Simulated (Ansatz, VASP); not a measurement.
**One calculation of RbCl, two programs**

```xyz
2
Lattice="0.0000 2.6581 2.6581 2.6581 0.0000 2.6581 2.6581 2.6581 0.0000" Properties=species:S:1:pos:R:3 pbc="T T T"
Rb    0.0000    0.0000    0.0000
Cl    2.6581    2.6581    2.6581
```

Change from the starting cell: volume scaled by 0.5, LAPW.

Alike in both runs: task single point; functional PBE; k mesh 13 × 13 × 13; occupations fermi-dirac, width 0.1 eV; no spin polarisation.

```csv
,VASP,Ansatz
version,VASP 6.6.1,Ansatz 0.2.0
potentials or method,"VASP PAW PBE potentials, release 64 (Rb_sv, Cl), cutoff 500 eV","all-electron LAPW, scalar-relativistic"
```

```tsv
	VASP	Ansatz	Ansatz less VASP
gap on the k mesh at the Fermi level (eV)	3.70	3.70	-0.005
pressure (GPa)	55.7	55.2	-0.56
```

Both programs put the cell under a high pressure, so it lies far from rest at this level. Ansatz ran all-electron here, and VASP with PAW potentials.
